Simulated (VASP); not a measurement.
# AlPt3C (Pm-3m) in VASP: a series of runs

AlPt3C is run at these levels: PBE; tasks: single point.

Program: VASP 6.6.1. These are calculated values, not measurements. Logs are shortened: lines on timing, memory, paths and dates and some standing lists are left out, and cuts for length are marked.

### Step 1. The cell of the first run

Symmetry: Pm-3m, No. 221, cubic system. Conventional cell: a = 4.185 Å, b = 4.185 Å, c = 4.185 Å, α = 90.00°, β = 90.00°, γ = 90.00°. Al (site symmetry m-3m) has 12 Pt at 2.96 Å and 8 C at 3.62 Å within 3.9 Å. Pt (site symmetry 4/mmm) has 2 C at 2.09 Å within 2.8 Å. Within 2.8 Å of C (site symmetry m-3m) lie 6 Pt at 2.09 Å.

### Step 2. Single point, PBE

INCAR reads:

```
ALGO = Normal
EDIFF = 1E-6
ENCUT = 520
GGA = PE
ISIF = 2
ISMEAR = 1
LASPH = True
LCHARG = True
LELF = True
LREAL = False
LVHAR = True
LWAVE = False
NBANDS = 26
NELM = 60
PREC = Accurate
SIGMA = 0.5
```

KPOINTS reads:

```
k-points
0
Gamma
  6 6 6
```

POSCAR reads:

```
AlPt3C
1.0
    4.1851500000      0.0000000000      0.0000000000
    0.0000000000      4.1851500000      0.0000000000
    0.0000000000      0.0000000000      4.1851500000
Al Pt C
1 3 1
Direct
    0.0000000000      0.0000000000      0.0000000000
    0.0000000000      0.5000000000      0.5000000000
    0.5000000000      0.0000000000      0.5000000000
    0.5000000000      0.5000000000      0.0000000000
    0.5000000000      0.5000000000      0.5000000000
```

Potentials or basis: VASP PAW PBE potentials, release 64 (Al, Pt, C).

Started as:

```bash
cat potpaw_PBE.64/Al/POTCAR potpaw_PBE.64/Pt/POTCAR potpaw_PBE.64/C/POTCAR > POTCAR
mpirun -np 1 vasp_std > vasp.out
```

OUTCAR:

```text
EDIFF = 1E-6
   ENCUT = 520
   GGA = PE
   ISIF = 2
   ISMEAR = 1
   LASPH = True
   LREAL = False
   NELM = 60
   PREC = Accurate

 ion  position               nearest neighbor table
   1  0.000  0.000  0.000-   2 2.96   3 2.96   4 2.96   2 2.96   3 2.96   2 2.96   4 2.96   2 2.96
                             3 2.96   4 2.96   3 2.96   4 2.96
   2  0.000  0.500  0.500-   5 2.09   5 2.09   4 2.96   1 2.96   1 2.96   4 2.96   1 2.96   3 2.96
                             1 2.96   3 2.96   4 2.96   3 2.96   4 2.96   3 2.96
   3  0.500  0.000  0.500-   5 2.09   5 2.09   4 2.96   1 2.96   1 2.96   4 2.96   2 2.96   4 2.96
                             2 2.96   4 2.96   1 2.96   2 2.96   1 2.96   2 2.96
   4  0.500  0.500  0.000-   5 2.09   5 2.09   3 2.96   1 2.96   2 2.96   3 2.96   2 2.96   1 2.96
                             3 2.96   3 2.96   1 2.96   2 2.96   2 2.96   1 2.96
   5  0.500  0.500  0.500-   2 2.09   3 2.09   4 2.09   4 2.09   3 2.09   2 2.09

  LATTYP: Found a simple cubic cell.
 ALAT       =     4.1851500000

  Lattice vectors:

 A1 = (   4.1851500000,   0.0000000000,   0.0000000000)
 A2 = (   0.0000000000,   4.1851500000,   0.0000000000)
 A3 = (   0.0000000000,   0.0000000000,   4.1851500000)

Analysis of symmetry for initial positions (statically):
=====================================================================
 Subroutine PRICEL returns:
 Original cell was already a primitive cell.

 Routine SETGRP: Setting up the symmetry group for a
 simple cubic supercell.

 Subroutine GETGRP returns: Found 48 space group operations
 (whereof 48 operations were pure point group operations)
 out of a pool of 48 trial point group operations.

The static configuration has the point symmetry O_h .

Analysis of symmetry for dynamics (positions and initial velocities):
=====================================================================
 Subroutine PRICEL returns:
 Original cell was already a primitive cell.

 Routine SETGRP: Setting up the symmetry group for a
 simple cubic supercell.

 Subroutine GETGRP returns: Found 48 space group operations
 (whereof 48 operations were pure point group operations)
 out of a pool of 48 trial point group operations.

The dynamic configuration has the point symmetry O_h .

 Subroutine INISYM returns: Found 48 space group operations
 (whereof 48 operations are pure point group operations),
 and found     1 'primitive' translations

----------------------------------------------------------------------------------------

[... 95 lines left out ...]
   EDIFFG = 0.1E-04   stopping-criterion for IOM
   NSW    =      0    number of steps for IOM
   IBRION =     -1    ionic relax: 0-MD 1-quasi-New 2-CG
   NFREE  =      0    steps in history (QN), initial steepest desc. (CG)
   ISIF   =      2    stress and relaxation
   ISYM   =      2    0-nonsym 1-usesym 2-fastsym
   POTIM  = 0.5000    time-step for ionic-motion
   TEBEG  =    0.0;   TEEND  =   0.0 temperature during run
   PSTRESS=    0.0 pullay stress
   NELECT =      37.0000    total number of electrons
   NUPDOWN=      -1.0000    fix difference up-down
   EMIN   =  10.00;   EMAX   =-10.00  energy-range for DOS
   EFERMI =   0.00;   METHOD = LEGACY
   ISMEAR =     1;   SIGMA  =   0.50  broadening in eV -4-tet -1-fermi 0-gaus
   EFERMI_NEDOS =   21; number of points for ismear=-14 and -15
   IALGO  =     38    algorithm
   IMIX   =      4    mixing-type and parameters
     AMIX     =   0.40;   BMIX     =  1.00
     AMIX_MAG =   1.60;   BMIX_MAG =  1.00
  volume/ion in A,a.u.               =      14.66        98.94
  Fermi-wavevector in a.u.,A,eV,Ry     =   1.303460  2.463182 23.116407  1.699008
  Thomas-Fermi vector in A             =   2.434461
   LORBIT       =      0    0 simple, 1 ext, 2 COOP (PROOUT), +10 PAW based schemes
   GGA     = PE    functional components
   LHFCALC =     F    Hartree Fock is set to
   AEXX    =    0.0000 exact exchange contribution
   IVDW    =     0    specifies the selected vdW correction
   LEPSILON=     F    determine dielectric tensor
   LRPA    =     F    only Hartree local field effects (RPA)
 non-spin polarized calculation
 Methfessel and Paxton  Order N= 1 SIGMA  =   0.50
  energy-cutoff  :      520.00
  volume of cell :       73.30
 maximum number of plane-waves:      2008
 NGX is ok and might be reduce to    32
   NGX = 15   NGY = 15   NGZ = 15

 number of electron      37.0000006 magnetization

 Free energy of the ion-electron system (eV)
  ---------------------------------------------------
  ext. energy  EPLUGINS =         0.00000000
  ---------------------------------------------------
  free energy    TOTEN  =       -30.22970062 eV

  energy without entropy =      -30.25026549  energy(sigma->0) =      -30.23655558

 E-fermi :   9.8018     XC(G=0): -12.1670

 val. band max:        9.7812563228   @ k =   0.5000   0.3333   0.3333
 cond. band min:       9.8163352658   @ k =   0.5000   0.3333   0.0000
 fundamental gap:      0.0350789430
 Fermi energy:         9.8018152598

 k-point     1 :       0.0000    0.0000    0.0000
  band No.  band energies     occupation
      1      -5.2661      2.00000
      2       0.7618      2.00000
      3       3.9464      2.00000
      4       3.9464      2.00000
      5       3.9464      2.00000
      6       4.4507      2.00000
[... 569 lines left out ...]
     25      18.4299     -0.00000
     26      18.4299     -0.00000

------------------------ aborting loop because EDIFF is reached ----------------------------------------

  FORCE on cell =-STRESS in cart. coord.  units (eV):
  Direction    XX          YY          ZZ          XY          YZ          ZX
  --------------------------------------------------------------------------------------
  -------------------------------------------------------------------------------------
  Total       -0.5435830     -0.5435830     -0.5435830      0.0000000      0.0000000     -0.0000000
  in kB      -11.8807375    -11.8807375    -11.8807375      0.0000000      0.0000000     -0.0000000
  external PRESSURE =     -11.8807375 kB  Pullay stress =       0.0000000 kB

 VOLUME and BASIS-vectors are now :
 -----------------------------------------------------------------------------
  energy-cutoff  :      520.00
  volume of cell :       73.30
      direct lattice vectors                 reciprocal lattice vectors
     4.185150000  0.000000000  0.000000000     0.238940062  0.000000000  0.000000000
     0.000000000  4.185150000  0.000000000     0.000000000  0.238940062  0.000000000
     0.000000000  0.000000000  4.185150000     0.000000000  0.000000000  0.238940062

 POSITION                                       TOTAL-FORCE (eV/Angst)
 -----------------------------------------------------------------------------------
      0.00000      0.00000      0.00000         0.000000      0.000000      0.000000
      0.00000      2.09258      2.09258         0.000000      0.000000      0.000000
      2.09258      0.00000      2.09258         0.000000      0.000000      0.000000
      2.09258      2.09258      0.00000         0.000000      0.000000      0.000000
      2.09258      2.09258      2.09258         0.000000      0.000000      0.000000
 -----------------------------------------------------------------------------------
    total drift:                                0.000000     -0.000000     -0.000000

  FREE ENERGIE OF THE ION-ELECTRON SYSTEM (eV)
  ---------------------------------------------------
  free  energy   TOTEN  =       -30.2297006196 eV

  energy  without entropy=      -30.2502654909  energy(sigma->0) =      -30.23655558
```

Run time: 18 s. Hardware: 1 thread of AMD EPYC 9R45 (Zen 5), shared host; peak memory 0.16 GiB.

What came out:

* Free energy: -30.2297 eV
* Pressure: -1.2 GPa

Caveat: spin-orbit coupling is left out, which moves the levels of the heavy elements.

### Step 3. Single point, PBE

INCAR reads:

```
SYSTEM = AlPt3C
PREC     = Accurate       ! precision mode
ENCUT    = 520            ! plane-wave cutoff, eV
EDIFF    = 1E-6           ! SCF threshold, eV
ISMEAR   = 1              ! smearing method
SIGMA    = 0.3            ! smearing width, eV
LREAL    = .FALSE.        ! projectors in reciprocal space
LASPH    = .TRUE.         ! aspherical terms in the spheres
NELM     = 80             ! most SCF steps
ALGO     = Normal         ! electronic algorithm
ISIF     = 2              ! what is computed and relaxed
LWAVE    = .FALSE.        ! write WAVECAR
LCHARG   = .TRUE.         ! write CHGCAR
GGA      = PE             ! functional
LELF     = .TRUE.         ! ELF
LVHAR    = .TRUE.       
NBANDS   = 26             ! bands
```

KPOINTS reads:

```
Automatic mesh
0
G
  6 6 6
  0 0 0
```

POSCAR is that of step 2.

Potentials or basis: VASP PAW PBE potentials, release 64 (Al, Pt, C).

Started as:

```bash
cat potpaw_PBE.64/Al/POTCAR potpaw_PBE.64/Pt/POTCAR potpaw_PBE.64/C/POTCAR > POTCAR
mpirun -np 1 vasp_std > vasp.out
```

Run time: 18 s. Hardware: 1 thread of AMD EPYC 9R45 (Zen 5), shared host; peak memory 0.16 GiB.

The run converged. Its results:

| Item | Value |
| --- | --- |
| Free energy | -30.2395 eV |
| Pressure | -1.2 GPa |

Levels at points of the mesh, in eV from the Fermi level:
| k point | band 15 | band 16 | band 17 | band 18 | band 19 | band 20 | band 21 | band 22 | band 23 | band 24 |
| --- | --- | --- | --- | --- | --- | --- | --- | --- | --- | --- |
| (0.00, 0.00, 0.00) | -2.75 | -0.94 | -0.93 | -0.93 | -0.93 | 1.19 | 1.19 | 1.19 | 2.40 | 3.91 |
| (0.50, 0.00, 0.00) | -2.82 | -2.22 | -0.92 | -0.27 | -0.27 | 1.04 | 2.95 | 3.66 | 3.66 | 3.95 |
| (0.50, 0.50, 0.00) | -2.60 | -2.19 | -1.64 | -0.44 | -0.44 | 0.96 | 2.03 | 4.47 | 4.68 | 4.68 |
| (0.50, 0.50, 0.50) | -2.33 | -2.33 | -1.12 | -1.12 | -1.12 | 0.96 | 0.96 | 0.96 | 1.18 | 8.19 |

Caveat: spin-orbit coupling is left out, which moves the levels of the heavy elements.

### Step 4. Single point, PBE

INCAR reads:

```
SYSTEM = AlPt3C
PREC     = Accurate       ! precision mode
ENCUT    = 520            ! plane-wave cutoff, eV
EDIFF    = 1E-6           ! SCF threshold, eV
ISMEAR   = 1              ! smearing method
SIGMA    = 0.2            ! smearing width, eV
LREAL    = .False.        ! projectors in reciprocal space
LASPH    = .True.         ! aspherical terms in the spheres
NELM     = 60             ! most SCF steps
ALGO     = Normal         ! electronic algorithm
ISIF     = 2              ! what is computed and relaxed
LWAVE    = .False.        ! write WAVECAR
LCHARG   = .False.        ! write CHGCAR
GGA      = PE             ! functional
NBANDS   = 26             ! bands
```

KPOINTS reads:

```
Automatic mesh
0
Gamma
  6 6 6
  0 0 0
```

POSCAR is that of step 3.

Started as:

```bash
cat potpaw_PBE.64/Al/POTCAR potpaw_PBE.64/Pt/POTCAR potpaw_PBE.64/C/POTCAR > POTCAR
mpirun -np 1 vasp_std > vasp.out
```

Wall time 17 s (1 thread of AMD EPYC 9R45 (Zen 5), shared host); peak memory 0.16 GiB.

The run converged. Its results:

```
Free energy : -30.2402 eV
Pressure    : -1.2 GPa
```

Levels at points of the mesh, in eV from the Fermi level:
```csv
k point,band 16,band 17,band 18,band 19,band 20,band 21,band 22,band 23
"(0.00, 0.00, 0.00)",-0.96,-0.94,-0.94,-0.94,1.18,1.18,1.18,2.39
"(0.50, 0.00, 0.00)",-2.23,-0.94,-0.29,-0.29,1.03,2.93,3.65,3.65
"(0.50, 0.50, 0.00)",-2.20,-1.65,-0.45,-0.45,0.95,2.01,4.46,4.66
"(0.50, 0.50, 0.50)",-2.34,-1.14,-1.14,-1.14,0.95,0.95,0.95,1.17
```

Caveat: spin-orbit coupling is left out, which moves the levels of the heavy elements.

### Step 5. Single point, PBE

INCAR reads:

```
SYSTEM = AlPt3C
PREC = Accurate ; ENCUT = 520
EDIFF = 1E-6 ; ISMEAR = 1
SIGMA = 0.1 ; LREAL = .FALSE.
LASPH = .TRUE. ; NELM = 100
ALGO = Normal ; ISIF = 2
LWAVE = .FALSE. ; LCHARG = .FALSE.
GGA = PE ; NBANDS = 26
```

KPOINTS reads:

```
Automatic mesh
0
G
  6 6 6
  0 0 0
```

POSCAR is that of step 4.

Started as:

```bash
cat potpaw_PBE.64/Al/POTCAR potpaw_PBE.64/Pt/POTCAR potpaw_PBE.64/C/POTCAR > POTCAR
mpirun -np 1 vasp_std > vasp.out
```

Run time: 18 s. Hardware: 1 thread of AMD EPYC 9R45 (Zen 5), shared host; peak memory 0.16 GiB.

It converged, with:

```yaml
Free_energy: -30.2379 eV
Pressure: -1.2 GPa
```

Levels at points of the mesh, in eV from the Fermi level:
```csv
k point,band 17,band 18,band 19,band 20,band 21,band 22
"(0.00, 0.00, 0.00)",-0.96,-0.96,-0.96,1.17,1.17,1.17
"(0.50, 0.00, 0.00)",-0.96,-0.30,-0.30,1.02,2.92,3.64
"(0.50, 0.50, 0.00)",-1.66,-0.46,-0.46,0.94,2.00,4.45
"(0.50, 0.50, 0.50)",-1.15,-1.15,-1.15,0.93,0.93,0.93
```

Caveat: spin-orbit coupling is left out, which moves the levels of the heavy elements.

### Step 6. Overview

```tsv
smearing	gap on the mesh (eV)	pressure (GPa)
methfessel-paxton 0.5 eV	none	-1.2
methfessel-paxton 0.3 eV	none	-1.2
methfessel-paxton 0.2 eV	none	-1.2
methfessel-paxton 0.1 eV	none	-1.2
```

Alike in all rows: task single point; level PBE; potentials or basis VASP PAW PBE potentials, release 64 (Al, Pt, C); no spin polarisation; cell as given; k mesh 6 × 6 × 6; cutoff (eV) 520.

Every run on the cell as given and a fine mesh finds a metal.

Caveats: spin-orbit coupling is left out, which moves the levels of the heavy elements.

Total energies depend on the potentials used, so only differences within one code and one set of settings carry meaning.
